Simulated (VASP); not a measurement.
# Ge (Imma) in VASP: further runs

The runs below take Ge through single point, with BLYP, PBE.

Everything below comes from runs of VASP 6.6.1. Logs are shortened: lines on timing, memory, paths and dates and some standing lists are left out, and cuts for length are marked.

### Step 1. The cell of the first run

The structure is orthorhombic, space group Imma (No. 74). Conventional cell: a = 4.992 Å, b = 5.302 Å, c = 2.874 Å, α = 90.00°, β = 90.00°, γ = 90.00°. Ge (site symmetry mm2) has 8 Ge at 2.68 to 3.08 Å within 3.5 Å.

### Step 2. Single point, BLYP

INCAR reads:

```
SYSTEM = Ge
PREC = Accurate
ENCUT = 520
EDIFF = 1E-6
ISMEAR = 1
SIGMA = 0.021
LREAL = .False.
LASPH = .True.
NELM = 100
ALGO = Normal
ISIF = 2
LWAVE = .False.
LCHARG = .False.
GGA = B5
ALDAX = 1.0
AGGAX = 1.0
AGGAC = 1.0
ALDAC = 0.0
NBANDS = 21
```

KPOINTS reads:

```
Automatic mesh
0
Gamma
  6 6 6
  0 0 0
```

POSCAR reads:

```
Ge
1.0
   -2.4958980000      2.6508630000      1.4369470000
    2.4958980000     -2.6508630000      1.4369470000
    2.4958980000      2.6508630000     -1.4369470000
Ge
2
Direct
    0.1859430000      0.9359430000      0.2500000000
    0.8140570000      0.0640570000      0.7500000000
```

Potentials or basis: VASP PAW PBE potentials, release 64 (Ge_d).

Command:

```bash
$ cat potpaw_PBE.64/Ge_d/POTCAR > POTCAR
$ mpirun -np 1 vasp_std > vasp.out
```

OUTCAR:

```text
SYSTEM = Ge
   PREC = Accurate
   ENCUT = 520
   EDIFF = 1E-6
   ISMEAR = 1
   LREAL = .False.
   LASPH = .True.
   NELM = 100
   ISIF = 2
   GGA = B5

 ion  position               nearest neighbor table
   1  0.186  0.936  0.250-   2 2.68   2 2.68   2 2.72   2 2.72
   2  0.814  0.064  0.750-   1 2.68   1 2.68   1 2.72   1 2.72

  LATTYP: Found a body centered orthorhombic cell.
 ALAT       =     2.8738940000
 B/A-ratio  =     1.7369450648
 C/A-ratio  =     1.8447882907

  Lattice vectors:

 A1 = (   2.4958980000,  -2.6508630000,   1.4369470000)
 A2 = (  -2.4958980000,  -2.6508630000,  -1.4369470000)
 A3 = (   2.4958980000,   2.6508630000,  -1.4369470000)

Analysis of symmetry for initial positions (statically):
=====================================================================
 Subroutine PRICEL returns:
 Original cell was already a primitive cell.

 Routine SETGRP: Setting up the symmetry group for a
 body centered orthorhombic supercell.

 Subroutine GETGRP returns: Found  8 space group operations
 (whereof  4 operations were pure point group operations)
 out of a pool of  8 trial point group operations.

The static configuration has the point symmetry C_2h.
 The point group associated with its full space group is D_2h.

Analysis of symmetry for dynamics (positions and initial velocities):
=====================================================================
 Subroutine PRICEL returns:
 Original cell was already a primitive cell.

 Routine SETGRP: Setting up the symmetry group for a
 body centered orthorhombic supercell.

 Subroutine GETGRP returns: Found  8 space group operations
 (whereof  4 operations were pure point group operations)
 out of a pool of  8 trial point group operations.

The dynamic configuration has the point symmetry C_2h.
 The point group associated with its full space group is D_2h.

 Subroutine INISYM returns: Found  8 space group operations
 (whereof  4 operations are pure point group operations),
 and found     1 'primitive' translations

----------------------------------------------------------------------------------------

                                     Primitive cell

  volume of cell :      38.0290

  direct lattice vectors                    reciprocal lattice vectors
    -2.495898000  2.650863000  1.436947000     0.000000000  0.188617820  0.347959946
     2.495898000 -2.650863000  1.436947000     0.200328699  0.000000000  0.347959946
     2.495898000  2.650863000 -1.436947000     0.200328699  0.188617820  0.000000000

  length of vectors
     3.914255760  3.914255760  3.914255760     0.395793893  0.401506801  0.275151358

  position of ions in fractional coordinates (direct lattice)
     0.185943000  0.935943000  0.250000000
     0.814057000  0.064057000  0.750000000

  ion indices of the primitive-cell ions
   primitive index   ion index
                 1           1
                 2           2

----------------------------------------------------------------------------------------

 KPOINTS: Automatic mesh

Automatic generation of k-mesh.
 Grid dimensions read from file:
 generate k-points for:    6    6    6

 Generating k-lattice:

  Cartesian coordinates                     Fractional coordinates (reciprocal lattice)
     0.000000000  0.031436303  0.057993324     0.166666667  0.000000000  0.000000000
     0.033388117  0.000000000  0.057993324     0.000000000  0.166666667  0.000000000
     0.033388117  0.031436303  0.000000000     0.000000000  0.000000000  0.166666667

  Length of vectors
     0.065965649  0.066917800  0.045858560

  Shift w.r.t. Gamma in fractional coordinates (k-lattice)
     0.000000000  0.000000000  0.000000000

 Subroutine IBZKPT returns following result:
 ===========================================

 Found     46 irreducible k-points:

 Following reciprocal coordinates:
            Coordinates               Weight
  0.000000  0.000000  0.000000      1.000000
  0.166667 -0.000000  0.000000      4.000000
  0.333333  0.000000  0.000000      4.000000
  0.500000  0.000000 -0.000000      2.000000
 -0.000000  0.166667  0.000000      4.000000
  0.166667  0.166667  0.000000      8.000000
[... 16 lines left out ...]
 -0.166667  0.166667  0.166667      2.000000
  0.166667  0.333333  0.166667      4.000000
 [... further k-points ...]
   k-points           NKPTS =     46   k-points in BZ     NKDIM =     46   number of bands    NBANDS=     21
   number of dos      NEDOS =    301   number of ions     NIONS =      2
   total plane-waves  NPLWV =  27000
   dimension x,y,z NGX =    30 NGY =   30 NGZ =   30
   dimension x,y,z NGXF=    60 NGYF=   60 NGZF=   60
   ions per type =               2
   NGX,Y,Z   is equivalent  to a cutoff of  12.74, 12.74, 12.74 a.u.
   NGXF,Y,Z  is equivalent  to a cutoff of  25.48, 25.48, 25.48 a.u.
 SYSTEM =  Ge
   PREC   = accura    normal or accurate (medium, high low for compatibility)
   ISTART =      0    job   : 0-new  1-cont  2-samecut
[... 73 lines left out ...]
     21      19.7511      0.00000

 k-point     2 :       0.1667   -0.0000    0.0000
  band No.  band energies     occupation
      1     -17.7198      2.00000
      2     -17.6510      2.00000
      3     -17.6445      2.00000
      4     -17.6382      2.00000
      5     -17.6367      2.00000
      6     -17.5946      2.00000
[... 13 lines left out ...]
     20      16.7686      0.00000
     21      19.2829      0.00000

 k-point     3 :       0.3333    0.0000    0.0000
  band No.  band energies     occupation
      1     -17.6768      2.00000
      2     -17.6468      2.00000
      3     -17.6188      2.00000
      4     -17.6122      2.00000
      5     -17.5945      2.00000
      6     -17.5872      2.00000
[... 13 lines left out ...]
     20      15.1402      0.00000
     21      20.5120      0.00000

 k-point     4 :       0.5000    0.0000   -0.0000
  band No.  band energies     occupation
      1     -17.6455      2.00000
      2     -17.6358      2.00000
      3     -17.6335      2.00000
      4     -17.6180      2.00000
      5     -17.6060      2.00000
      6     -17.5832      2.00000
[... 13 lines left out ...]
     20      18.0987      0.00000
     21      19.4640      0.00000

 k-point     5 :      -0.0000    0.1667    0.0000
  band No.  band energies     occupation
      1     -17.7270      2.00000
      2     -17.6599      2.00000
      3     -17.6543      2.00000
      4     -17.6448      2.00000
      5     -17.6112      2.00000
      6     -17.6005      2.00000
[... 13 lines left out ...]
     20      16.7954      0.00000
     21      17.5830      0.00000

 k-point     6 :       0.1667    0.1667    0.0000
  band No.  band energies     occupation
      1     -17.7069      2.00000
      2     -17.6494      2.00000
      3     -17.6346      2.00000
      4     -17.6256      2.00000
      5     -17.6058      2.00000
      6     -17.5740      2.00000
[... 13 lines left out ...]
     20      15.2152      0.00000
     21      17.8210      0.00000

 k-point     7 :       0.3333    0.1667   -0.0000
  band No.  band energies     occupation
      1     -17.6821      2.00000
      2     -17.6497      2.00000
      3     -17.6382      2.00000
      4     -17.6023      2.00000
      5     -17.5937      2.00000
      6     -17.5788      2.00000
[... 13 lines left out ...]
     20      18.4788      0.00000
     21      19.2879      0.00000
[... 291 lines left out ...]
      1     -17.6905      2.00000
      2     -17.6905      2.00000
      3     -17.6222      2.00000
      4     -17.6222      2.00000
      5     -17.5741      2.00000
      6     -17.5741      2.00000
[... 13 lines left out ...]
     20      17.9390      0.00000
     21      20.7035      0.00000

 k-point    21 :       0.1667    0.1667    0.1667
  band No.  band energies     occupation
      1     -17.6994      2.00000
      2     -17.6619      2.00000
      3     -17.6407      2.00000
      4     -17.6049      2.00000
      5     -17.5877      2.00000
      6     -17.5732      2.00000
[... 13 lines left out ...]
     20      16.5093      0.00000
     21      18.5350      0.00000

 k-point    22 :       0.3333    0.1667    0.1667
  band No.  band energies     occupation
      1     -17.6960      2.00000
      2     -17.6793      2.00000
      3     -17.6236      2.00000
      4     -17.6201      2.00000
      5     -17.5745      2.00000
      6     -17.5502      2.00000
[... 13 lines left out ...]
     20      16.0278      0.00000
     21      17.4719      0.00000

 k-point    23 :      -0.1667    0.1667    0.1667
  band No.  band energies     occupation
      1     -17.7232      2.00000
      2     -17.6848      2.00000
      3     -17.6818      2.00000
      4     -17.6340      2.00000
      5     -17.5994      2.00000
      6     -17.5857      2.00000
[... 13 lines left out ...]
     20      17.9941      0.00000
     21      19.3184      0.00000

 k-point    24 :       0.1667    0.3333    0.1667
  band No.  band energies     occupation
      1     -17.7083      2.00000
      2     -17.6893      2.00000
      3     -17.6434      2.00000
      4     -17.5969      2.00000
      5     -17.5897      2.00000
      6     -17.5601      2.00000
[... 13 lines left out ...]
     20      16.2306      0.00000
     21      17.2933      0.00000

 [... further k-points ...]
[... 5 lines left out ...]
  --------------------------------------------------------------------------------------
  -------------------------------------------------------------------------------------
  Total        1.5482191      2.8046462      1.2946249      0.0000000      0.0000000      0.0000000
  in kB       65.2271116    118.1609034     54.5430807      0.0000000      0.0000000      0.0000000
  external PRESSURE =      79.3103652 kB  Pullay stress =       0.0000000 kB

 VOLUME and BASIS-vectors are now :
 -----------------------------------------------------------------------------
  energy-cutoff  :      520.00
  volume of cell :       38.03
      direct lattice vectors                 reciprocal lattice vectors
    -2.495898000  2.650863000  1.436947000     0.000000000  0.188617820  0.347959946
     2.495898000 -2.650863000  1.436947000     0.200328699  0.000000000  0.347959946
     2.495898000  2.650863000 -1.436947000     0.200328699  0.188617820  0.000000000

 POSITION                                       TOTAL-FORCE (eV/Angst)
 -----------------------------------------------------------------------------------
      2.49590     -1.32543      1.25285        -0.000000      0.000000     -0.003828
      0.00000      3.97629      0.18409         0.000000     -0.000000      0.003828
 -----------------------------------------------------------------------------------
    total drift:                                0.000000      0.000000     -0.000000

  FREE ENERGIE OF THE ION-ELECTRON SYSTEM (eV)
  ---------------------------------------------------
  free  energy   TOTEN  =        -6.8196421463 eV

  energy  without entropy=       -6.8194862795  energy(sigma->0) =       -6.81959019
```

Wall time 20 s (1 thread of Intel Xeon 6975P-C (Granite Rapids), shared host); peak memory 0.17 GiB.

What came out:

| Item | Value |
| --- | --- |
| Free energy | -6.8196 eV |
| Pressure | 7.9 GPa |
| Largest force | 0.004 eV/Å |
| Band gap on the k mesh | zero (band 14 reaches 8.50 eV, above the bottom of band 15 at 3.67 eV) |

Forces on the atoms (eV/Å):
```
Ge   0.000  0.000 -0.004
Ge   0.000  0.000  0.004
```

Caveat: the k points lie up to 0.42 Å⁻¹ apart; the PAW data sets were made with another functional, which shifts forces and pressure a little.

### Step 3. Single point, PBE

INCAR reads:

```
SYSTEM = Ge
ALGO     = Normal         ! electronic algorithm
EDIFF    = 1E-6           ! SCF threshold, eV
ENCUT    = 520            ! plane-wave cutoff, eV
GGA      = PE             ! functional
ISIF     = 2              ! what is computed and relaxed
ISMEAR   = 0              ! smearing method
LASPH    = .TRUE.         ! aspherical terms in the spheres
LCHARG   = .FALSE.        ! write CHGCAR
LREAL    = .FALSE.        ! projectors in reciprocal space
LWAVE    = .FALSE.        ! write WAVECAR
NBANDS   = 21             ! bands
NELM     = 60             ! most SCF steps
PREC     = Accurate       ! precision mode
SIGMA    = 0.27211386245988 ! smearing width, eV
```

KPOINTS reads:

```
k-points
0
G
  6 6 6
  0 0 0
```

POSCAR is that of step 2.

Potentials or basis: VASP PAW PBE potentials, release 64 (Ge_d).

Command:

```bash
$ cat potpaw_PBE.64/Ge_d/POTCAR > POTCAR
$ mpirun -np 1 vasp_std > vasp.out
```

It took 14 s on 1 thread of Intel Xeon 6975P-C (Granite Rapids), shared host; peak memory 0.17 GiB.

Results (log left out):

```
Free energy            : -8.5779 eV
Pressure               : 1.6 GPa
Largest force          : 0.034 eV/Å
Band gap on the k mesh : zero (band 14 reaches 8.15 eV, above the bottom of band 15 at 3.09 eV)
```

Forces on the atoms (eV/Å):
```
Ge   0.000  0.000 -0.034
Ge   0.000  0.000  0.034
```

Stress tensor (GPa, compression positive):
```
 0.71  0.00  0.00
 0.00  5.38  0.00
 0.00  0.00 -1.28
```

Levels at points of the mesh, in eV from the Fermi level:
| k point | band 12 | band 13 | band 14 | band 15 | band 16 | band 17 |
| --- | --- | --- | --- | --- | --- | --- |
| (0.00, 0.00, 0.00) | -3.98 | -2.51 | -2.06 | 3.31 | 6.79 | 7.01 |
| (0.50, 0.00, 0.00) | -7.13 | -2.11 | -1.71 | -0.94 | 1.34 | 3.04 |
| (0.00, 0.50, 0.00) | -6.06 | -3.61 | -2.42 | -1.94 | 2.98 | 3.85 |
| (0.50, 0.50, 0.00) | -10.52 | 0.49 | 0.49 | 2.12 | 2.12 | 6.60 |
| (0.50, 0.50, 0.50) | -8.38 | -5.99 | -5.75 | 4.24 | 6.70 | 10.56 |

Caveat: the k points lie up to 0.42 Å⁻¹ apart.

### Step 4. Single point, PBE

This run uses another cell than the first one, of 19.78 Å³/atom, 1.040 times its volume.

INCAR reads:

```
  PREC = Accurate
  ENCUT = 520
  EDIFF = 1E-6
  ISMEAR = 0
  SIGMA = 0.1
  LREAL = False
  LASPH = True
  NELM = 80
  ALGO = Normal
  ISIF = 2
  LWAVE = False
  LCHARG = False
  GGA = PE
  NBANDS = 21
```

KPOINTS reads:

```
regular mesh
0
Gamma
  6 6 6
```

POSCAR reads:

```
Ge
1.0
   -2.5287425297      2.6857467767      1.4558563658
    2.5287425297     -2.6857467767      1.4558563658
    2.5287425297      2.6857467767     -1.4558563658
Ge
2
Direct
    0.1859430000      0.9359430000      0.2500000000
    0.8140570000      0.0640570000      0.7500000000
```

Command:

```bash
$ cat potpaw_PBE.64/Ge_d/POTCAR > POTCAR
$ mpirun -np 1 vasp_std > vasp.out
```

Wall time 13 s (1 thread of Intel Xeon 6975P-C (Granite Rapids), shared host); peak memory 0.17 GiB.

It converged, with:

```yaml
Free_energy: -8.5711 eV
Pressure: -1.0 GPa
Largest_force: 0.015 eV/Å
Band_gap_on_the_k_mesh: zero (band 14 reaches 7.61 eV, above the bottom of band 15 at 2.85 eV)
```

Forces in eV/Å, atoms in the order of the input:
```
Ge   0.000  0.000 -0.015
Ge   0.000  0.000  0.015
```

Stress tensor (GPa, compression positive):
```
-2.93  0.00  0.00
 0.00  3.03  0.00
 0.00  0.00 -3.21
```

Levels at points of the mesh, in eV from the Fermi level:
| k point | band 12 | band 13 | band 14 | band 15 | band 16 | band 17 |
| --- | --- | --- | --- | --- | --- | --- |
| (0.00, 0.00, 0.00) | -4.12 | -2.39 | -1.95 | 3.40 | 6.58 | 6.75 |
| (0.50, 0.00, 0.00) | -6.99 | -2.10 | -1.64 | -0.86 | 1.40 | 2.91 |
| (0.00, 0.50, 0.00) | -5.88 | -3.67 | -2.30 | -1.84 | 3.06 | 3.74 |
| (0.50, 0.50, 0.00) | -10.28 | 0.51 | 0.51 | 2.02 | 2.02 | 6.38 |
| (0.50, 0.50, 0.50) | -8.28 | -5.73 | -5.49 | 4.13 | 6.55 | 10.14 |

Caveat: the k points lie up to 0.41 Å⁻¹ apart.

### Step 5. Single point, PBE

INCAR reads:

```
PREC = Accurate
ENCUT = 500
EDIFF = 1E-6
ISMEAR = 0
SIGMA = 0.1
LREAL = F
LASPH = T
NELM = 120
ALGO = Normal
ISIF = 2
LWAVE = F
LCHARG = F
GGA = PE
ISYM = 0
NBANDS = 21
GGA_COMPAT = F
```

KPOINTS reads:

```
Automatic mesh
0
Gamma
  2 1 1
  0.25 0.25 0.25
```

POSCAR reads:

```
Ge
1.0
   -2.4958980000      2.6508630000      1.4369470000
    2.4958980000     -2.6508630000      1.4369470000
    2.4958980000      2.6508630000     -1.4369470000
Ge
2
Direct
    0.1859430000      0.9359430000      0.2500000000
    0.8140570000      0.0640570000      0.7500000000
```

Command:

```bash
$ cat potpaw_PBE.64/Ge_d/POTCAR > POTCAR
$ mpirun -np 1 vasp_std > vasp.out
```

Wall time 3.4 s (1 thread of Intel Xeon Platinum 8488C (Sapphire Rapids), shared host); peak memory 0.15 GiB.

The run converged. Its results:

| Item | Value |
| --- | --- |
| Free energy | -8.9248 eV |
| Pressure | -0.9 GPa |
| Largest force | 0.411 eV/Å |
| Band gap on the k mesh | 0.63 eV, indirect (least direct gap 2.36 eV) |

Forces in eV/Å, atoms in the order of the input:
```
Ge   0.252  0.072  0.316
Ge  -0.252 -0.072 -0.316
```

Stress tensor (GPa, compression positive):
```
 10.51   8.39  19.93
  8.39 -29.17   7.16
 19.93   7.16  16.05
```

Levels at points of the mesh, in eV from the valence-band top:
```tsv
k point	band 10	band 11	band 12	band 13	band 14	band 15	band 16	band 17	band 18	band 19
(0.12, 0.25, 0.25)	-25.30	-9.34	-8.14	-4.08	-2.91	0.63	3.13	4.15	4.40	6.90
```

Caveat: the k points lie up to 2.52 Å⁻¹ apart. A k mesh can miss the band edges.

### Step 6. Overview

```csv
level,cell,k mesh,cutoff (eV),smearing,gap on the mesh (eV),pressure (GPa),largest force (eV/Å)
BLYP,"a = 3.914 Å, angles 100.8, 94.7, 136.9°, 2 atoms",6 × 6 × 6,520,methfessel-paxton 0.021 eV,none,7.9,-
PBE,"a = 3.914 Å, angles 100.8, 94.7, 136.9°, 2 atoms",6 × 6 × 6,520,gaussian 0.272114 eV,none,1.6,0.03
PBE,"a = 3.966 Å, angles 100.8, 94.7, 136.9°, 2 atoms",6 × 6 × 6,520,gaussian 0.1 eV,none,-1.0,0.02
PBE,"a = 3.914 Å, angles 100.8, 94.7, 136.9°, 2 atoms","2 × 1 × 1, shifted",500,gaussian 0.1 eV,0.63,-0.9,0.41
```

Alike in all rows: task single point; potentials or basis VASP PAW PBE potentials, release 64 (Ge_d); no spin polarisation.

Caveats: all runs use coarse meshes; the PAW data sets were made with another functional, which shifts forces and pressure a little (some runs).

Total energies depend on the potentials used, so only differences within one code and one set of settings carry meaning.
